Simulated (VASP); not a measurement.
## LaO: single point with PBEsol

Crystal: LaO.

```xyz
2
Lattice="3.0406 0.0000 0.0000 0.0000 3.0406 0.0000 0.0000 0.0000 3.0406" Properties=species:S:1:pos:R:3 pbc="T T T"
La    0.0000    0.0000    0.0000
O     1.5203    1.5203    1.5203
```

- Program: VASP 6.6.1
- Task: single point
- Functional: PBEsol
- Potentials or basis: VASP PAW PBE potentials, release 64 (La, O)
- Cutoff: 600 eV
- k mesh: 6 × 6 × 6
- Occupations: gaussian, width 0.05 eV
- Spin: no spin polarisation

```yaml
Pressure: 10.3 GPa
Band_gap_on_the_k_mesh: zero (an odd number of electrons rules out a gap without spin polarisation)
```

Levels at points of the mesh, in eV from the Fermi level:
```tsv
k point	band 6	band 7	band 8	band 9	band 10	band 11
(0.00, 0.00, 0.00)	-4.10	-4.10	-4.10	-2.71	-2.71	1.79
(0.50, 0.00, 0.00)	-6.87	-5.27	-5.27	-1.39	0.71	1.45
(0.50, 0.50, 0.00)	-4.89	-4.89	-4.69	-0.19	0.09	1.74
(0.50, 0.50, 0.50)	-8.03	-8.03	-8.03	2.08	2.08	2.08
```

It took 5.3 s on 1 thread of Intel(R) Xeon(R) 6975P-C (Granite Rapids) (shared host), peak memory 0.15 GiB.

Caveat: the cell stands under pressure; the PAW data sets were made with another functional, which shifts forces and pressure a little; spin-orbit coupling is left out, which moves the levels of the heavy elements; an odd number of electrons without spin polarisation forces a metal; a magnetic or distorted state may lie lower.
